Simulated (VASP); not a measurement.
# GaAs (zincblende type) (F-43m) in VASP: density of states with PBE

Aim: the density of states of GaAs (zincblende type) with PBE.

Program: VASP 6.6.1. These are calculated values, not measurements. Logs are shortened: lines on timing, memory, paths and dates and some standing lists are left out, and cuts for length are marked.

### 1 The cell of the first run

It takes space group F-43m (No. 216, cubic). Conventional cell: a = 5.746 Å, b = 5.746 Å, c = 5.746 Å, α = 90.00°, β = 90.00°, γ = 90.00°. Within 3.3 Å of Ga (site symmetry -43m) lie 4 As at 2.49 Å. As (site symmetry -43m) has 4 Ga at 2.49 Å within 3.3 Å.

### 2 Density of states, PBE

POSCAR reads:

```
GaAs
1.0
    0.0000000000      2.8727848245      2.8727848245
    2.8727848245      0.0000000000      2.8727848245
    2.8727848245      2.8727848245      0.0000000000
Ga As
1 1
Direct
    0.0000000000      0.0000000000      0.0000000000
    0.2500000000      0.2500000000      0.2500000000
```

INCAR.step1 reads:

```
ALGO = Normal ; EDIFF = 1E-6
ENCUT = 520 ; GGA = PE
ISIF = 2 ; ISMEAR = -1
LASPH = True ; LCHARG = True
LREAL = False ; LWAVE = False
NBANDS = 16 ; NELM = 100
PREC = Accurate ; SIGMA = 0.05
```

KPOINTS.step1 reads:

```
k-points
0
Gamma
  13 13 13
```

INCAR.step2 reads:

```
ALGO = Normal ; EDIFF = 1E-6
ENCUT = 520 ; GGA = PE
ICHARG = 11 ; ISIF = 2
ISMEAR = -5 ; LASPH = True
LCHARG = False ; LORBIT = 11
LREAL = False ; LWAVE = False
NBANDS = 16 ; NEDOS = 2001
NELM = 100 ; PREC = Accurate
SIGMA = 0.05
```

KPOINTS.step2 reads:

```
k-points
0
Gamma
  20 20 20
```

Potentials or basis: VASP PAW PBE potentials, release 64 (Ga_d, As).

The run is started by

```console
> cat potpaw_PBE.64/Ga_d/POTCAR potpaw_PBE.64/As/POTCAR > POTCAR
> cp INCAR.step1 INCAR
> cp KPOINTS.step1 KPOINTS
> mpirun -np 1 vasp_std > vasp.out
> cp INCAR.step2 INCAR
> cp KPOINTS.step2 KPOINTS
> mpirun -np 1 vasp_std > vasp.out
```

OUTCAR:

```text
EDIFF = 1E-6
   ENCUT = 520
   GGA = PE
   ICHARG = 11
   ISIF = 2
   ISMEAR = -5
   LASPH = True
   LORBIT = 11
   LREAL = False
   NELM = 100
   PREC = Accurate

 ion  position               nearest neighbor table
   1  0.000  0.000  0.000-   2 2.49   2 2.49   2 2.49   2 2.49
   2  0.250  0.250  0.250-   1 2.49   1 2.49   1 2.49   1 2.49

  LATTYP: Found a face centered cubic cell.
 ALAT       =     5.7455696490

  Lattice vectors:

 A1 = (   0.0000000000,   2.8727848245,   2.8727848245)
 A2 = (   2.8727848245,   0.0000000000,   2.8727848245)
 A3 = (   2.8727848245,   2.8727848245,   0.0000000000)

Analysis of symmetry for initial positions (statically):
=====================================================================
 Subroutine PRICEL returns:
 Original cell was already a primitive cell.

 Routine SETGRP: Setting up the symmetry group for a
 face centered cubic supercell.

 Subroutine GETGRP returns: Found 24 space group operations
 (whereof 24 operations were pure point group operations)
 out of a pool of 48 trial point group operations.

The static configuration has the point symmetry T_d .

Analysis of symmetry for dynamics (positions and initial velocities):
=====================================================================
 Subroutine PRICEL returns:
 Original cell was already a primitive cell.

 Routine SETGRP: Setting up the symmetry group for a
 face centered cubic supercell.

 Subroutine GETGRP returns: Found 24 space group operations
 (whereof 24 operations were pure point group operations)
 out of a pool of 48 trial point group operations.

The dynamic configuration has the point symmetry T_d .

 Subroutine INISYM returns: Found 24 space group operations
 (whereof 24 operations are pure point group operations),
 and found     1 'primitive' translations

----------------------------------------------------------------------------------------

                                     Primitive cell

  volume of cell :      47.4176

  direct lattice vectors                    reciprocal lattice vectors
     0.000000000  2.872784825  2.872784825    -0.174047146  0.174047146  0.174047146
     2.872784825  0.000000000  2.872784825     0.174047146 -0.174047146  0.174047146
     2.872784825  2.872784825  0.000000000     0.174047146  0.174047146 -0.174047146

  length of vectors
     4.062731261  4.062731261  4.062731261     0.301458500  0.301458500  0.301458500

[... 81 lines left out ...]
   NELM   =    100;   NELMIN=  2; NELMDL=  0     # of ELM steps
   EDIFF  = 0.1E-05   stopping-criterion for ELM
   LREAL  =      F    real-space projection
   EDIFFG = 0.1E-04   stopping-criterion for IOM
   NSW    =      0    number of steps for IOM
   IBRION =     -1    ionic relax: 0-MD 1-quasi-New 2-CG
   NFREE  =      0    steps in history (QN), initial steepest desc. (CG)
   ISIF   =      2    stress and relaxation
   ISYM   =      2    0-nonsym 1-usesym 2-fastsym
   POTIM  = 0.5000    time-step for ionic-motion
   TEBEG  =    0.0;   TEEND  =   0.0 temperature during run
   PSTRESS=    0.0 pullay stress
   NELECT =      18.0000    total number of electrons
   NUPDOWN=      -1.0000    fix difference up-down
   EMIN   =  10.00;   EMAX   =-10.00  energy-range for DOS
   EFERMI =   0.00;   METHOD = LEGACY
   ISMEAR =    -5;   SIGMA  =   0.05  broadening in eV -4-tet -1-fermi 0-gaus
   EFERMI_NEDOS =   21; number of points for ismear=-14 and -15
   IALGO  =     38    algorithm
   IMIX   =      4    mixing-type and parameters
     AMIX     =   0.40;   BMIX     =  1.00
     AMIX_MAG =   1.60;   BMIX_MAG =  1.00
  volume/ion in A,a.u.               =      23.71       159.99
  Fermi-wavevector in a.u.,A,eV,Ry     =   1.185366  2.240017 19.117454  1.405093
  Thomas-Fermi vector in A             =   2.321561
   LORBIT       =     11    0 simple, 1 ext, 2 COOP (PROOUT), +10 PAW based schemes
   GGA     = PE    functional components
   LHFCALC =     F    Hartree Fock is set to
   AEXX    =    0.0000 exact exchange contribution
   IVDW    =     0    specifies the selected vdW correction
   LEPSILON=     F    determine dielectric tensor
   LRPA    =     F    only Hartree local field effects (RPA)
 non-spin polarized calculation
 Fermi weights with tetrahedron method with Bloechl corrections
  energy-cutoff  :      520.00
  volume of cell :       47.42
 maximum number of plane-waves:      1307

 number of electron      17.9999987 magnetization

 Free energy of the ion-electron system (eV)
  ---------------------------------------------------
  ext. energy  EPLUGINS =         0.00000000
  ---------------------------------------------------
  free energy    TOTEN  =        -8.27507085 eV

  energy without entropy =       -8.27507085  energy(sigma->0) =       -8.27507085

 E-fermi :   3.4927     XC(G=0):  -9.3725

 val. band max:        3.4889681278   @ k =   0.0000   0.0000   0.0000
 cond. band min:       3.6497592230   @ k =   0.0000   0.0000   0.0000
 fundamental gap:      0.1607910952
 Fermi energy:         3.4927390960

 k-point     1 :       0.0000    0.0000    0.0000
  band No.  band energies     occupation
      1     -11.2370      2.00000
      2     -11.2370      2.00000
      3     -11.2370      2.00000
      4     -11.1679      2.00000
      5     -11.1679      2.00000
      6      -8.9013      2.00000
[... 433 lines left out ...]
      3     -11.2216      2.00000
      4     -11.1670      2.00000
      5     -11.1654      2.00000
      6      -7.6516      2.00000
[... 8 lines left out ...]
     15      12.9749      0.00000
     16      14.0854      0.00000

 [... further k-points ...]
[... 5 lines left out ...]
  --------------------------------------------------------------------------------------
  -------------------------------------------------------------------------------------
  Total       -0.0068517     -0.0068517     -0.0068517      0.0000000      0.0000000      0.0000000
  in kB       -0.2315096     -0.2315096     -0.2315096      0.0000000      0.0000000      0.0000000
  external PRESSURE =      -0.2315096 kB  Pullay stress =       0.0000000 kB

 VOLUME and BASIS-vectors are now :
 -----------------------------------------------------------------------------
  energy-cutoff  :      520.00
  volume of cell :       47.42
      direct lattice vectors                 reciprocal lattice vectors
     0.000000000  2.872784825  2.872784825    -0.174047146  0.174047146  0.174047146
     2.872784825  0.000000000  2.872784825     0.174047146 -0.174047146  0.174047146
     2.872784825  2.872784825  0.000000000     0.174047146  0.174047146 -0.174047146

 POSITION                                       TOTAL-FORCE (eV/Angst)
 -----------------------------------------------------------------------------------
      0.00000      0.00000      0.00000        -0.000000     -0.000000     -0.000000
      1.43639      1.43639      1.43639         0.000000      0.000000      0.000000
 -----------------------------------------------------------------------------------
    total drift:                                0.000002      0.000002      0.000002

  FREE ENERGIE OF THE ION-ELECTRON SYSTEM (eV)
  ---------------------------------------------------
  free  energy   TOTEN  =        -8.2750708468 eV

  energy  without entropy=       -8.2750708468  energy(sigma->0) =       -8.27507085

 total charge

# of ion       s       p       d       tot
------------------------------------------
    1        0.884   0.755   9.986  11.624
    2        1.214   1.562   0.028   2.805
--------------------------------------------------
tot          2.098   2.317  10.013  14.429
```

OSZICAR.step1:

```text
N       E                     dE             d eps       ncg     rms          rms(c)
DAV:   1     0.815213404028E+02    0.81521E+02   -0.88653E+03  2760   0.152E+03
DAV:   2    -0.194305128177E+01   -0.83464E+02   -0.79571E+02  3112   0.304E+02
DAV:   3    -0.832480856420E+01   -0.63818E+01   -0.63597E+01  3232   0.650E+01
DAV:   4    -0.842458129448E+01   -0.99773E-01   -0.99761E-01  3304   0.908E+00
DAV:   5    -0.842603492584E+01   -0.14536E-02   -0.14536E-02  3360   0.986E-01    0.276E+00
DAV:   6    -0.829186507924E+01    0.13417E+00   -0.21031E-01  4088   0.751E+00    0.165E+00
DAV:   7    -0.827513126065E+01    0.16734E-01   -0.57294E-02  3296   0.166E+00    0.555E-01
DAV:   8    -0.827600420030E+01   -0.87294E-03   -0.96885E-03  3200   0.109E+00    0.943E-02
DAV:   9    -0.827640393510E+01   -0.39973E-03   -0.92051E-04  3440   0.371E-01    0.524E-02
DAV:  10    -0.827647035299E+01   -0.66418E-04   -0.67476E-05  3536   0.762E-02    0.284E-02
DAV:  11    -0.827652356559E+01   -0.53213E-04   -0.76565E-05  3112   0.639E-02    0.366E-03
DAV:  12    -0.827652387721E+01   -0.31162E-06   -0.11331E-06  2720   0.143E-02
   1 F= -.82765239E+01 E0= -.82764598E+01  d E =-.128091E-03
```

Run time: 1.9 min. Hardware: 1 thread of Intel Xeon Platinum 8488C (Sapphire Rapids), shared host; peak memory 0.32 GiB.

What came out:

| Quantity | Value |
| --- | --- |
| Valence electrons inside the program's atomic spheres | Ga 11.62; As 2.81 |

Levels at points of the mesh, in eV from the valence-band top:
| k point | band 5 | band 6 | band 7 | band 8 | band 9 | band 10 | band 11 | band 12 | band 13 | band 14 |
| --- | --- | --- | --- | --- | --- | --- | --- | --- | --- | --- |
| (0.00, 0.00, 0.00) | -14.66 | -12.39 | 0.00 | 0.00 | 0.00 | 0.16 | 3.71 | 3.71 | 3.71 | 7.44 |
| (0.50, 0.00, 0.00) | -14.65 | -10.77 | -6.38 | -1.07 | -1.07 | 0.87 | 4.61 | 4.61 | 7.70 | 10.04 |
| (0.50, 0.50, 0.00) | -14.65 | -10.09 | -6.60 | -2.51 | -2.51 | 1.55 | 1.67 | 9.78 | 9.78 | 10.55 |
